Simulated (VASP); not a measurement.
Input of a VASP 6.6.1 run:

Contents of INCAR:

```
PREC     = Accurate       # precision mode
ENCUT    = 520            # plane-wave cutoff, eV
EDIFF    = 1E-7           # SCF threshold, eV
ISMEAR   = 0              # smearing method
SIGMA    = 0.15           # smearing width, eV
LREAL    = False          # projectors in reciprocal space
LASPH    = True           # aspherical terms in the spheres
NELM     = 60             # most SCF steps
ALGO     = Normal         # electronic algorithm
ISIF     = 2              # what is computed and relaxed
LWAVE    = False          # write WAVECAR
LCHARG   = False          # write CHGCAR
NBANDS   = 7              # bands
```

KPOINTS

```
regular mesh
0
Gamma
  20 20 20
```

The input POSCAR:

```
Mg
1.0
   -2.1792459078      1.7950627387      1.7950627387
    1.7950627387     -2.1792459078      1.7950627387
    1.7950627387      1.7950627387     -2.1792459078
Mg
1
Direct
    0.0000000000      0.0000000000      0.0000000000
```

Potentials or basis: VASP PAW LDA potentials, release 64 (Mg).

Launch:

```console
$ cat potpaw_LDA.64/Mg/POTCAR > POTCAR
$ mpirun -np 1 vasp_std > vasp.out
```

Q: Predict the pressure.

A: 6.1 GPa.

Q: Estimate the band gap on the k mesh.

A: Zero (bands 1 and 2 overlap by 5.36 eV).

Stress tensor (GPa, compression positive):
```
 6.14 13.44 13.44
13.44  6.14 13.44
13.44 13.44  6.14
```

Caveat: the cell stands under pressure.
